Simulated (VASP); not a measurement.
# Si2Mo (I4/mmm) in VASP: notebook, part 3 of 3

VASP 6.6.1.

## (5) Single point, PBEsol (strain -0.0150 x Voigt [0, 0, 1, 0, 0, 0])

Input file INCAR:

```
ALGO = Normal
EDIFF = 1E-6
ENCUT = 520
GGA = PS
ISIF = 2
ISMEAR = 0
LASPH = T
LCHARG = T
LELF = T
LREAL = F
LVHAR = T
LWAVE = F
NBANDS = 18
NELM = 60
PREC = Accurate
SIGMA = 0.15
```

Input file KPOINTS:

```
k-points
0
Gamma
  20 20 20
```

Input file POSCAR:

```
Si2Mo
1.0
   -1.5950350850      1.5950350850      3.8520316218
    1.5950350850     -1.5950350850      3.8520316218
    1.5950350850      1.5950350850     -3.8520316218
Si Mo
2 1
Direct
    0.3350596647      0.3350596647      0.0000000000
    0.6649403353      0.6649403353      0.0000000000
    0.0000000000      0.0000000000      0.0000000000
```

Potentials or basis: VASP PAW PBE potentials, release 64 (Si, Mo_sv).

Command:

```
$ cat potpaw_PBE.64/Si/POTCAR potpaw_PBE.64/Mo_sv/POTCAR > POTCAR
$ mpirun -np 1 vasp_std > vasp.out
```

OUTCAR:

```text
EDIFF = 1E-6
   ENCUT = 520
   GGA = PS
   ISIF = 2
   ISMEAR = 0
   LASPH = T
   LREAL = F
   NELM = 60
   PREC = Accurate

 ion  position               nearest neighbor table
   1  0.335  0.335  0.000-   2 2.54   3 2.58   3 2.59   3 2.59   3 2.59   3 2.59   2 2.61   2 2.61
                             2 2.61   2 2.61
   2  0.665  0.665  0.000-   1 2.54   3 2.58   3 2.59   3 2.59   3 2.59   3 2.59   1 2.61   1 2.61
                             1 2.61   1 2.61
   3  0.000  0.000  0.000-   1 2.58   2 2.58   2 2.59   2 2.59   2 2.59   1 2.59   1 2.59   1 2.59
                             2 2.59   1 2.59

  LATTYP: Found a body centered tetragonal cell.
 ALAT       =     3.1900701700
 C/A-ratio  =     2.4150137248

  Lattice vectors:

 A1 = (  -1.5950350850,   1.5950350850,   3.8520316218)
 A2 = (   1.5950350850,  -1.5950350850,   3.8520316218)
 A3 = (   1.5950350850,   1.5950350850,  -3.8520316218)

Analysis of symmetry for initial positions (statically):
=====================================================================
 Subroutine PRICEL returns:
 Original cell was already a primitive cell.

 Routine SETGRP: Setting up the symmetry group for a
 body centered tetragonal supercell.

 Subroutine GETGRP returns: Found 16 space group operations
 (whereof 16 operations were pure point group operations)
 out of a pool of 16 trial point group operations.

The static configuration has the point symmetry D_4h.

Analysis of symmetry for dynamics (positions and initial velocities):
=====================================================================
 Subroutine PRICEL returns:
 Original cell was already a primitive cell.

 Routine SETGRP: Setting up the symmetry group for a
 body centered tetragonal supercell.

 Subroutine GETGRP returns: Found 16 space group operations
 (whereof 16 operations were pure point group operations)
 out of a pool of 16 trial point group operations.
[... 115 lines left out ...]
   NUPDOWN=      -1.0000    fix difference up-down
   EMIN   =  10.00;   EMAX   =-10.00  energy-range for DOS
   EFERMI =   0.00;   METHOD = LEGACY
   ISMEAR =     0;   SIGMA  =   0.15  broadening in eV -4-tet -1-fermi 0-gaus
   EFERMI_NEDOS =   21; number of points for ismear=-14 and -15
   IALGO  =     38    algorithm
   IMIX   =      4    mixing-type and parameters
     AMIX     =   0.40;   BMIX     =  1.00
     AMIX_MAG =   1.60;   BMIX_MAG =  1.00
  volume/ion in A,a.u.               =      13.07        88.18
  Fermi-wavevector in a.u.,A,eV,Ry     =   1.350368  2.551826 24.810155  1.823495
  Thomas-Fermi vector in A             =   2.477879
   LORBIT       =      0    0 simple, 1 ext, 2 COOP (PROOUT), +10 PAW based schemes
   GGA     = PS    functional components
   LHFCALC =     F    Hartree Fock is set to
   AEXX    =    0.0000 exact exchange contribution
   IVDW    =     0    specifies the selected vdW correction
   LEPSILON=     F    determine dielectric tensor
   LRPA    =     F    only Hartree local field effects (RPA)
 non-spin polarized calculation
 Gauss-broadening in eV      SIGMA  =   0.15
  energy-cutoff  :      520.00
  volume of cell :       39.20
 maximum number of plane-waves:      1074
 NGX is ok and might be reduce to    36
   NGX = 17   NGY = 17   NGZ = 17

 number of electron      22.0000001 magnetization

 Free energy of the ion-electron system (eV)
  ---------------------------------------------------
  ext. energy  EPLUGINS =         0.00000000
  ---------------------------------------------------
  free energy    TOTEN  =       -25.06384086 eV

  energy without entropy =      -25.06138217  energy(sigma->0) =      -25.06261151

 E-fermi :  12.5153     XC(G=0): -12.6327

 val. band max:       12.5000330516   @ k =  -0.4000   0.5000   0.3500
 cond. band min:      12.5263343123   @ k =  -0.4500   0.4500   0.3500
 fundamental gap:      0.0263012607
 Fermi energy:        12.5153256502

 k-point     1 :       0.0000    0.0000    0.0000
  band No.  band energies     occupation
      1     -48.0277      2.00000
      2     -22.2208      2.00000
      3     -22.1488      2.00000
      4     -22.1488      2.00000
      5      -1.0453      2.00000
      6       6.0214      2.00000
[... 481 lines left out ...]
      5       1.0264      2.00000
      6       4.8849      2.00000
[... 10 lines left out ...]
     17      19.8011      0.00000
     18      21.4026      0.00000

 [... further k-points ...]
[... 5 lines left out ...]
  --------------------------------------------------------------------------------------
  -------------------------------------------------------------------------------------
  Total        0.4776192      0.4776192      2.1568289      0.0000000     -0.0000000     -0.0000000
  in kB       19.5209985     19.5209985     88.1527680      0.0000000     -0.0000000     -0.0000000
  external PRESSURE =      42.3982550 kB  Pullay stress =       0.0000000 kB

 VOLUME and BASIS-vectors are now :
 -----------------------------------------------------------------------------
  energy-cutoff  :      520.00
  volume of cell :       39.20
      direct lattice vectors                 reciprocal lattice vectors
    -1.595035085  1.595035085  3.852031622     0.000000000  0.313472728  0.129801634
     1.595035085 -1.595035085  3.852031622     0.313472728  0.000000000  0.129801634
     1.595035085  1.595035085 -3.852031622     0.313472728  0.313472728  0.000000000

 POSITION                                       TOTAL-FORCE (eV/Angst)
 -----------------------------------------------------------------------------------
      0.00000      0.00000      2.58132        -0.000000     -0.000000     -0.052101
      0.00000      0.00000      5.12274        -0.000000     -0.000000      0.052101
      0.00000      0.00000      0.00000         0.000000      0.000000     -0.000000
 -----------------------------------------------------------------------------------
    total drift:                               -0.000000      0.000000      0.000000

  FREE ENERGIE OF THE ION-ELECTRON SYSTEM (eV)
  ---------------------------------------------------
  free  energy   TOTEN  =       -25.0638408591 eV

  energy  without entropy=      -25.0613821687  energy(sigma->0) =      -25.06261151
```

stdout:

```text
POSCAR found type information on POSCAR SiMo
 POSCAR found :  2 types and       3 ions
 scaLAPACK will be used
 -----------------------------------------------------------------------------
|                                                                             |
|                                                                             |
|     You enforced a specific xc type in the INCAR file but a different       |
|     I HOPE YOU KNOW WHAT YOU ARE DOING!                                     |
|                                                                             |
 -----------------------------------------------------------------------------

 LDA part: xc-table for (Slater+PW92), standard interpolation
 POSCAR, INCAR and KPOINTS ok, starting setup
 FFT: planning ... GRIDC
 FFT: planning ... GRID_SOFT
 FFT: planning ... GRID
 WAVECAR not read
 entering main loop
```

Wall time 18 min (1 thread of Intel Xeon 8259CL, shared host); peak memory 0.54 GiB.

What came out:

```yaml
Free_energy: -25.0638 eV
Pressure: 4.2 GPa
Largest_force: 0.052 eV/Å
Band_gap_on_the_k_mesh: zero (bands 11 and 12 overlap by 0.99 eV)
```

Forces on the atoms (eV/Å):
```
Si   0.000  0.000 -0.052
Si   0.000  0.000  0.052
Mo   0.000  0.000  0.000
```

Levels at points of the mesh, in eV from the Fermi level:
```
           k point  band 9  band 10  band 11  band 12  band 13  band 14
(0.00, 0.00, 0.00)   -2.71    -2.71     0.36     3.11     3.30     3.54
(0.50, 0.00, 0.00)   -2.68    -2.60    -0.53     2.32     3.12     4.40
(0.50, 0.50, 0.00)   -4.51    -3.03    -1.19     2.37     2.89     3.45
(0.50, 0.50, 0.50)   -0.54    -0.54    -0.51    -0.51     0.51     5.15
```

Caveat: the cell differs from its parent crystal (strain -0.0150 x Voigt [0, 0, 1, 0, 0, 0]); the stress differs along the axes, from 2 to 9 GPa; the PAW data sets were made with another functional, which shifts forces and pressure a little.

## (6) The runs side by side

```csv
cell,gap on the mesh (eV),pressure (GPa),largest force (eV/Å)
"a = 4.313 Å, angles 136.6, 136.6, 63.1°, 3 atoms",none,18.8,0.15
"a = 4.363 Å, angles 137.1, 137.1, 62.3°, 3 atoms",none,13.4,0.13
"a = 4.413 Å, angles 137.6, 137.6, 61.5°, 3 atoms",none,8.6,0.09
"a = 4.464 Å, angles 138.1, 138.1, 60.7°, 3 atoms",none,4.2,0.05
```

Alike in all rows: task single point; level PBEsol; potentials or basis VASP PAW PBE potentials, release 64 (Si, Mo_sv); no spin polarisation; k mesh 20 × 20 × 20; cutoff (eV) 520; smearing gaussian 0.15 eV.

Caveats: the PAW data sets were made with another functional, which shifts forces and pressure a little; the stress differs along the axes, from 7 to 42 GPa (at least some runs); the stress differs along the axes, from 5 to 29 GPa (at least some runs); the stress differs along the axes, from 4 to 18 GPa (at least some runs); the stress differs along the axes, from 2 to 9 GPa (at least some runs).

Absolute energies hang on the potentials; compare differences alone.

The gap in the log of VASP goes by the Fermi energy; the results here count the filled bands.